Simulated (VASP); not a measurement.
# Cu in VASP: a series of runs

Cu is run at these levels: PBE; tasks: single point.

Everything below comes from runs of VASP 6.6.1. Logs are shortened: lines on timing, memory, paths and dates and some standing lists are left out, and cuts for length are marked.

## (1) The cell of the first run

The typed cell holds 1 atom: a = 2.449 Å, b = 2.457 Å, c = 2.476 Å, α = 107.67°, β = 108.14°, γ = 112.47°.

## (2) Single point, PBE

File INCAR:

```
PREC = Accurate
ENCUT = 520
EDIFF = 1E-6
ISMEAR = 0
SIGMA = 0.1
LREAL = False
LASPH = True
NELM = 80
ALGO = Normal
ISIF = 2
LWAVE = False
LCHARG = False
GGA = PE
NBANDS = 12
```

File KPOINTS:

```
regular mesh
0
Gamma
  10 10 10
```

File POSCAR:

```
Cu
1.0
   -1.4471553690      1.4337440392      1.3601266570
    1.4472463215     -1.4399025159      1.3666790560
    1.4638359032      1.4565830501     -1.3665836942
Cu
1
Direct
   -0.0017728543     -0.0219278576      0.0249258529
```

Potentials or basis: VASP PAW PBE potentials, release 64 (Cu).

Launch:

```console
cat potpaw_PBE.64/Cu/POTCAR > POTCAR
mpirun -np 1 vasp_std > vasp.out
```

OUTCAR:

```text
PREC = Accurate
   ENCUT = 520
   EDIFF = 1E-6
   ISMEAR = 0
   LREAL = False
   LASPH = True
   NELM = 80
   ISIF = 2
   GGA = PE

 ion  position               nearest neighbor table
   1  0.998  0.978  0.025-

  LATTYP: Found a triclinic cell.
 ALAT       =     6.4703896735
 B/A-ratio  =     0.6303573513
 C/A-ratio  =     0.3827107509
 COS(alpha) =     0.0041851624
 COS(beta)  =     0.2701058063
 COS(gamma) =     0.9478165318

  Lattice vectors:

 A1 = (   5.8054839152,  -2.8569660209,   0.0066477608)
 A2 = (   2.8944016905,  -2.8736465551,   0.0065523990)
 A3 = (   1.4638359032,   1.4565830501,  -1.3665836942)

Analysis of symmetry for initial positions (statically):
=====================================================================
 Subroutine PRICEL returns:
 Original cell was already a primitive cell.

 Routine SETGRP: Setting up the symmetry group for a
 triclinic supercell.

 Subroutine GETGRP returns: Found  2 space group operations
 (whereof  1 operations were pure point group operations)
 out of a pool of  2 trial point group operations.

The static configuration has the point symmetry C_1 .
 The point group associated with its full space group is S_2 .

Analysis of symmetry for dynamics (positions and initial velocities):
=====================================================================
 Subroutine PRICEL returns:
 Original cell was already a primitive cell.

 Routine SETGRP: Setting up the symmetry group for a
 triclinic supercell.

 Subroutine GETGRP returns: Found  2 space group operations
 (whereof  1 operations were pure point group operations)
 out of a pool of  2 trial point group operations.

The dynamic configuration has the point symmetry C_1 .
 The point group associated with its full space group is S_2 .

 Subroutine INISYM returns: Found  2 space group operations
 (whereof  1 operations are pure point group operations),
 and found     1 'primitive' translations

----------------------------------------------------------------------------------------

                                     Primitive cell

  volume of cell :      11.4712

  direct lattice vectors                    reciprocal lattice vectors
    -1.447155369  1.433744039  1.360126657    -0.001999288  0.346814171  0.367512810
     1.447246321 -1.439902516  1.366679056     0.343509511 -0.001163200  0.366715380
     1.463835903  1.456583050 -1.366583694     0.341543640  0.344012211  0.000765558

  length of vectors
     2.449454052  2.456756564  2.476287691     0.505321414  0.502474186  0.484764938

  position of ions in fractional coordinates (direct lattice)
     0.998227146  0.978072142  0.024925853

  ion indices of the primitive-cell ions
   primitive index   ion index
                 1           1

----------------------------------------------------------------------------------------

 KPOINTS: regular mesh

Automatic generation of k-mesh.
 Grid dimensions read from file:
 generate k-points for:   10   10   10

 Generating k-lattice:

  Cartesian coordinates                     Fractional coordinates (reciprocal lattice)
    -0.000199929  0.034681417  0.036751281     0.100000000  0.000000000  0.000000000
     0.034350951 -0.000116320  0.036671538     0.000000000  0.100000000  0.000000000
     0.034154364  0.034401221  0.000076556    -0.000000000  0.000000000  0.100000000

  Length of vectors
     0.050532141  0.050247419  0.048476494

  Shift w.r.t. Gamma in fractional coordinates (k-lattice)
     0.000000000  0.000000000  0.000000000

 Subroutine IBZKPT returns following result:
 ===========================================

 Found    504 irreducible k-points:

 Following reciprocal coordinates:
            Coordinates               Weight
  0.000000  0.000000  0.000000      1.000000
  0.100000  0.000000 -0.000000      2.000000
  0.200000  0.000000 -0.000000      2.000000
  0.300000  0.000000  0.000000      2.000000
  0.400000  0.000000 -0.000000      2.000000
  0.500000  0.000000 -0.000000      1.000000
[... 16 lines left out ...]
 -0.400000  0.200000  0.000000      2.000000
 -0.300000  0.200000  0.000000      2.000000
 [... further k-points ...]
   k-points           NKPTS =    504   k-points in BZ     NKDIM =    504   number of bands    NBANDS=     12
   number of dos      NEDOS =    301   number of ions     NIONS =      1
   total plane-waves  NPLWV =   5832
   dimension x,y,z NGX =    18 NGY =   18 NGZ =   18
   dimension x,y,z NGXF=    36 NGYF=   36 NGZF=   36
   ions per type =               1
   NGX,Y,Z   is equivalent  to a cutoff of  12.22, 12.18, 12.08 a.u.
   NGXF,Y,Z  is equivalent  to a cutoff of  24.43, 24.36, 24.17 a.u.
 SYSTEM =  unknown system
   PREC   = accura    normal or accurate (medium, high low for compatibility)
   ISTART =      0    job   : 0-new  1-cont  2-samecut
   ICHARG =      2    charge: 1-file 2-atom 10-const
   ISPIN  =      1    spin polarized calculation?
   LNONCOLLINEAR =      F non collinear calculations
   LSORBIT =      F    spin-orbit coupling
   LASPH  =      T    aspherical Exc in radial PAW
   ENCUT  =  520.0 eV  38.22 Ry    6.18 a.u.   4.55  4.57  4.60*2*pi/ulx,y,z
   NELM   =     80;   NELMIN=  2; NELMDL= -5     # of ELM steps
   EDIFF  = 0.1E-05   stopping-criterion for ELM
   LREAL  =      F    real-space projection
   EDIFFG = 0.1E-04   stopping-criterion for IOM
   NSW    =      0    number of steps for IOM
   IBRION =     -1    ionic relax: 0-MD 1-quasi-New 2-CG
   NFREE  =      0    steps in history (QN), initial steepest desc. (CG)
   ISIF   =      2    stress and relaxation
   ISYM   =      2    0-nonsym 1-usesym 2-fastsym
   POTIM  = 0.5000    time-step for ionic-motion
   TEBEG  =    0.0;   TEEND  =   0.0 temperature during run
   PSTRESS=    0.0 pullay stress
   NELECT =      11.0000    total number of electrons
   NUPDOWN=      -1.0000    fix difference up-down
   EMIN   =  10.00;   EMAX   =-10.00  energy-range for DOS
   EFERMI =   0.00;   METHOD = LEGACY
   ISMEAR =     0;   SIGMA  =   0.10  broadening in eV -4-tet -1-fermi 0-gaus
   EFERMI_NEDOS =   21; number of points for ismear=-14 and -15
   IALGO  =     38    algorithm
   IMIX   =      4    mixing-type and parameters
     AMIX     =   0.40;   BMIX     =  1.00
     AMIX_MAG =   1.60;   BMIX_MAG =  1.00
  volume/ion in A,a.u.               =      11.47        77.41
  Fermi-wavevector in a.u.,A,eV,Ry     =   1.614369  3.050714 35.459311  2.606186
  Thomas-Fermi vector in A             =   2.709288
   LORBIT       =      0    0 simple, 1 ext, 2 COOP (PROOUT), +10 PAW based schemes
   GGA     = PE    functional components
   LHFCALC =     F    Hartree Fock is set to
   AEXX    =    0.0000 exact exchange contribution
   IVDW    =     0    specifies the selected vdW correction
   LEPSILON=     F    determine dielectric tensor
   LRPA    =     F    only Hartree local field effects (RPA)
 non-spin polarized calculation
 Gauss-broadening in eV      SIGMA  =   0.10
  energy-cutoff  :      520.00
  volume of cell :       11.47
 maximum number of plane-waves:       321
   NGX =  9   NGY =  9   NGZ =  9

 number of electron      11.0000005 magnetization

 Free energy of the ion-electron system (eV)
  ---------------------------------------------------
  ext. energy  EPLUGINS =         0.00000000
  ---------------------------------------------------
  free energy    TOTEN  =        -3.65945506 eV

  energy without entropy =       -3.65496646  energy(sigma->0) =       -3.65721076

 E-fermi :   7.9819     XC(G=0): -12.8986

 val. band max:        7.9710328780   @ k =   0.2000   0.2000   0.5000
 cond. band min:       7.9829166716   @ k =   0.4000   0.1000   0.5000
 fundamental gap:      0.0118837937
 Fermi energy:         7.9819499759

 k-point     1 :       0.0000    0.0000    0.0000
  band No.  band energies     occupation
      1      -1.6180      2.00000
      2       4.5806      2.00000
      3       4.7949      2.00000
      4       4.8806      2.00000
      5       5.6394      2.00000
      6       5.9144      2.00000
      7      32.3441      0.00000
      8      32.8726      0.00000
      9      34.3103      0.00000
     10      36.5062      0.00000
     11      36.7170      0.00000
     12      37.0329      0.00000

 k-point     2 :       0.1000    0.0000   -0.0000
  band No.  band energies     occupation
      1      -1.2142      2.00000
      2       4.5911      2.00000
      3       4.8172      2.00000
      4       4.9063      2.00000
      5       5.6481      2.00000
      6       5.8572      2.00000
      7      30.4154      0.00000
      8      31.4734      0.00000
      9      31.9612      0.00000
     10      33.7664      0.00000
     11      34.8715      0.00000
     12      36.0783      0.00000

 k-point     3 :       0.2000    0.0000   -0.0000
  band No.  band energies     occupation
      1      -0.0586      2.00000
      2       4.4196      2.00000
      3       4.7566      2.00000
      4       5.2761      2.00000
      5       5.6838      2.00000
      6       5.7942      2.00000
      7      25.0822      0.00000
      8      29.0271      0.00000
      9      29.8522      0.00000
     10      31.1263      0.00000
     11      33.3610      0.00000
     12      37.2557      0.00000
[... 286 lines left out ...]
 k-point    23 :      -0.4000    0.2000    0.0000
  band No.  band energies     occupation
      1       2.3118      2.00000
      2       4.2043      2.00000
      3       4.4532      2.00000
      4       5.5495      2.00000
      5       5.8766      2.00000
      6       6.6826      2.00000
      7      19.5773      0.00000
      8      20.9862      0.00000
      9      26.9472      0.00000
     10      32.4864      0.00000
     11      36.5437      0.00000
     12      40.7194      0.00000

 k-point    24 :      -0.3000    0.2000    0.0000
  band No.  band energies     occupation
      1       0.8809      2.00000
      2       4.4709      2.00000
      3       4.5447      2.00000
      4       5.4412      2.00000
      5       5.7654      2.00000
      6       5.8952      2.00000
      7      21.3713      0.00000
      8      26.2379      0.00000
      9      29.1085      0.00000
     10      32.8309      0.00000
     11      35.1064      0.00000
     12      37.2410      0.00000

 [... further k-points ...]

------------------------ aborting loop because EDIFF is reached ----------------------------------------

  FORCE on cell =-STRESS in cart. coord.  units (eV):
  Direction    XX          YY          ZZ          XY          YZ          ZX
  --------------------------------------------------------------------------------------
  -------------------------------------------------------------------------------------
  Total        0.6188965      0.5684493      0.4948304     -0.0729283      0.0056658     -0.0001497
  in kB       86.4409474     79.3950158     69.1126914    -10.1858532      0.7913371     -0.0209147
  external PRESSURE =      78.3162182 kB  Pullay stress =       0.0000000 kB

 VOLUME and BASIS-vectors are now :
 -----------------------------------------------------------------------------
  energy-cutoff  :      520.00
  volume of cell :       11.47
      direct lattice vectors                 reciprocal lattice vectors
    -1.447155369  1.433744039  1.360126657    -0.001999288  0.346814171  0.367512810
     1.447246321 -1.439902516  1.366679056     0.343509511 -0.001163200  0.366715380
     1.463835903  1.456583050 -1.366583694     0.341543640  0.344012211  0.000765558

 POSITION                                       TOTAL-FORCE (eV/Angst)
 -----------------------------------------------------------------------------------
      0.00741      0.05918      2.66036         0.000000     -0.000000      0.000000
 -----------------------------------------------------------------------------------
    total drift:                                0.000028      0.000026      0.000117

  FREE ENERGIE OF THE ION-ELECTRON SYSTEM (eV)
  ---------------------------------------------------
  free  energy   TOTEN  =        -3.6594550567 eV

  energy  without entropy=       -3.6549664582  energy(sigma->0) =       -3.65721076
```

It took 38 s on 1 thread of Intel Xeon 6975P-C (Granite Rapids), shared host; peak memory 0.17 GiB.

Results:

```yaml
Free_energy: -3.6595 eV
Pressure: 7.8 GPa
```

Stress tensor (GPa, compression positive):
```
 8.64 -1.02  0.00
-1.02  7.94  0.08
 0.00  0.08  6.91
```

## (3) Single point, PBE

File INCAR:

```
SYSTEM = Cu
  PREC = Accurate
  ENCUT = 520
  EDIFF = 1E-6
  ISMEAR = 0
  SIGMA = 0.01
  LREAL = .False.
  LASPH = .True.
  NELM = 100
  ALGO = Normal
  ISIF = 2
  LWAVE = .False.
  LCHARG = .False.
  GGA = PE
  NBANDS = 12
```

File KPOINTS:

```
regular mesh
0
Gamma
  20 20 20
  0 0 0
```

File POSCAR:

```
Cu
1.0
   -1.4427933200      1.4427933200      1.3760814500
    1.4427933200     -1.4427933200      1.3760814500
    1.4427933200      1.4427933200     -1.3760814500
Cu
1
Direct
    0.0000000000      0.0000000000      0.0000000000
```

Potentials or basis: VASP PAW PBE potentials, release 64 (Cu).

Launch:

```console
cat potpaw_PBE.64/Cu/POTCAR > POTCAR
mpirun -np 1 vasp_std > vasp.out
```

Wall time 48 s (1 thread of Intel Xeon 6975P-C (Granite Rapids), shared host); peak memory 0.19 GiB.

Results (log left out):

```yaml
Free_energy: -3.6760 eV
Pressure: 7.8 GPa
```

Stress tensor (GPa, compression positive):
```
8.02 0.00 0.00
0.00 8.02 0.00
0.00 0.00 7.40
```

Levels at points of the mesh, in eV from the Fermi level:
| k point | band 4 | band 5 | band 6 | band 7 | band 8 | band 9 |
| --- | --- | --- | --- | --- | --- | --- |
| (0.00, 0.00, 0.00) | -3.14 | -2.27 | -2.06 | 24.86 | 24.86 | 26.11 |
| (0.50, 0.00, 0.00) | -1.96 | -1.39 | -0.54 | 4.69 | 17.35 | 17.48 |
| (0.50, 0.50, 0.00) | -2.10 | -1.42 | -0.91 | 4.16 | 18.59 | 18.90 |
| (0.50, 0.50, 0.50) | -1.59 | -1.53 | 7.73 | 7.73 | 9.58 | 13.34 |

## (4) Single point, PBE

File INCAR:

```
SYSTEM = Cu
  PREC = Accurate
  ENCUT = 520
  EDIFF = 1E-6
  ISMEAR = 0
  SIGMA = 0.02
  LREAL = .FALSE.
  LASPH = .TRUE.
  NELM = 60
  ALGO = Fast
  ISIF = 2
  LWAVE = .FALSE.
  LCHARG = .FALSE.
  GGA = PE
  NBANDS = 12
```

File KPOINTS:

```
Automatic mesh
0
G
  20 20 20
  0 0 0
```

POSCAR is that of step 3.

Potentials or basis: VASP PAW PBE potentials, release 64 (Cu).

Launch:

```console
cat potpaw_PBE.64/Cu/POTCAR > POTCAR
mpirun -np 1 vasp_std > vasp.out
```

OUTCAR:

```text
SYSTEM = Cu
   PREC = Accurate
   ENCUT = 520
   EDIFF = 1E-6
   ISMEAR = 0
   LREAL = .FALSE.
   LASPH = .TRUE.
   NELM = 60
   ISIF = 2
   GGA = PE

 ion  position               nearest neighbor table
   1  0.000  0.000  0.000-

  LATTYP: Found a body centered tetragonal cell.
 ALAT       =     2.8855866400
 C/A-ratio  =     0.9537620052

  Lattice vectors:

 A1 = (  -1.4427933200,   1.4427933200,   1.3760814500)
 A2 = (   1.4427933200,  -1.4427933200,   1.3760814500)
 A3 = (   1.4427933200,   1.4427933200,  -1.3760814500)

Analysis of symmetry for initial positions (statically):
=====================================================================
 Subroutine PRICEL returns:
 Original cell was already a primitive cell.

 Routine SETGRP: Setting up the symmetry group for a
 body centered tetragonal supercell.

 Subroutine GETGRP returns: Found 16 space group operations
 (whereof 16 operations were pure point group operations)
 out of a pool of 16 trial point group operations.

The static configuration has the point symmetry D_4h.

Analysis of symmetry for dynamics (positions and initial velocities):
[... 171 lines left out ...]
      5       5.7030      2.00000
      6       5.9113      2.00000
      7      32.8394      0.00000
      8      32.8394      0.00000
      9      34.0857      0.00000
     10      36.9080      0.00000
     11      36.9134      0.00000
     12      36.9225      0.00000
[... 331 lines left out ...]
 k-point    24 :      -0.3500    0.0500    0.0000
  band No.  band energies     occupation
      1       1.9340      2.00000
      2       4.1597      2.00000
      3       4.8691      2.00000
      4       5.7524      2.00000
      5       5.8938      2.00000
      6       6.1231      2.00000
      7      18.4772      0.00000
      8      25.5811      0.00000
      9      27.1119      0.00000
     10      30.6245      0.00000
     11      33.5336      0.00000
     12      40.2447      0.00000

 [... further k-points ...]

------------------------ aborting loop because EDIFF is reached ----------------------------------------

  FORCE on cell =-STRESS in cart. coord.  units (eV):
  Direction    XX          YY          ZZ          XY          YZ          ZX
  --------------------------------------------------------------------------------------
  -------------------------------------------------------------------------------------
  Total        0.5858663      0.5858663      0.5436424      0.0000000      0.0000000     -0.0000000
  in kB       81.9212825     81.9212825     76.0171386      0.0000000      0.0000000     -0.0000000
  external PRESSURE =      79.9532345 kB  Pullay stress =       0.0000000 kB

 VOLUME and BASIS-vectors are now :
 -----------------------------------------------------------------------------
  energy-cutoff  :      520.00
  volume of cell :       11.46
      direct lattice vectors                 reciprocal lattice vectors
    -1.442793320  1.442793320  1.376081450     0.000000000  0.346549983  0.363350585
     1.442793320 -1.442793320  1.376081450     0.346549983  0.000000000  0.363350585
     1.442793320  1.442793320 -1.376081450     0.346549983  0.346549983  0.000000000

 POSITION                                       TOTAL-FORCE (eV/Angst)
 -----------------------------------------------------------------------------------
      0.00000      0.00000      0.00000        -0.000000     -0.000000      0.000000
 -----------------------------------------------------------------------------------
    total drift:                                0.000000      0.000000      0.000000

  FREE ENERGIE OF THE ION-ELECTRON SYSTEM (eV)
  ---------------------------------------------------
  free  energy   TOTEN  =        -3.6760357053 eV

  energy  without entropy=       -3.6758809312  energy(sigma->0) =       -3.67595832
```

It took 57 s on 1 thread of Intel Xeon 6975P-C (Granite Rapids), shared host; peak memory 0.19 GiB.

Results:

* Free energy: -3.6760 eV
* Pressure: 8.0 GPa

Stress tensor (GPa, compression positive):
```
8.19 0.00 0.00
0.00 8.19 0.00
0.00 0.00 7.60
```

## (5) Single point, PBE

File INCAR:

```
PREC = Accurate
ENCUT = 520
EDIFF = 1E-7
ISMEAR = 0
SIGMA = 0.05
LREAL = F
LASPH = T
NELM = 80
ALGO = Normal
ISIF = 2
LWAVE = F
LCHARG = F
GGA = PE
NBANDS = 12
```

File KPOINTS:

```
regular mesh
0
Gamma
  20 20 20
```

POSCAR is that of step 4.

Launch:

```console
cat potpaw_PBE.64/Cu/POTCAR > POTCAR
mpirun -np 1 vasp_std > vasp.out
```

It took 46 s on 1 thread of Intel Xeon 6975P-C (Granite Rapids), shared host; peak memory 0.19 GiB.

Results (log left out):

| Property | Result |
| --- | --- |
| Free energy | -3.6764 eV |
| Pressure | 7.8 GPa |

Stress tensor (GPa, compression positive):
```
8.00 0.00 0.00
0.00 8.00 0.00
0.00 0.00 7.45
```

Levels at points of the mesh, in eV from the Fermi level:
```
           k point  band 3  band 4  band 5  band 6  band 7  band 8  band 9  band 10
(0.00, 0.00, 0.00)   -3.14   -3.14   -2.27   -2.06   24.87   24.87   26.11    28.93
(0.50, 0.00, 0.00)   -2.18   -1.96   -1.39   -0.54    4.69   17.35   17.48    21.36
(0.50, 0.50, 0.00)   -2.34   -2.10   -1.41   -0.91    4.17   18.60   18.91    22.53
(0.50, 0.50, 0.50)   -1.58   -1.58   -1.53    7.74    7.74    9.58   13.35    13.99
```

## (6) Summary

| cell | k mesh | smearing | gap on the mesh (eV) | pressure (GPa) |
| --- | --- | --- | --- | --- |
| a = 2.449, b = 2.457, c = 2.476 Å, angles 107.7, 108.1, 112.5°, 1 atom | 10 × 10 × 10 | gaussian 0.1 eV | none | 7.8 |
| a = 2.461 Å, angles 108.2, 108.2, 112.0°, 1 atom | 20 × 20 × 20 | gaussian 0.01 eV | none | 7.8 |
| a = 2.461 Å, angles 108.2, 108.2, 112.0°, 1 atom | 20 × 20 × 20 | gaussian 0.02 eV | none | 8.0 |
| a = 2.461 Å, angles 108.2, 108.2, 112.0°, 1 atom | 20 × 20 × 20 | gaussian 0.05 eV | none | 7.8 |

Alike in all rows: task single point; level PBE; potentials or basis VASP PAW PBE potentials, release 64 (Cu); no spin polarisation; cutoff (eV) 520.

Total energies depend on the potentials used, so only differences within one code and one set of settings carry meaning.
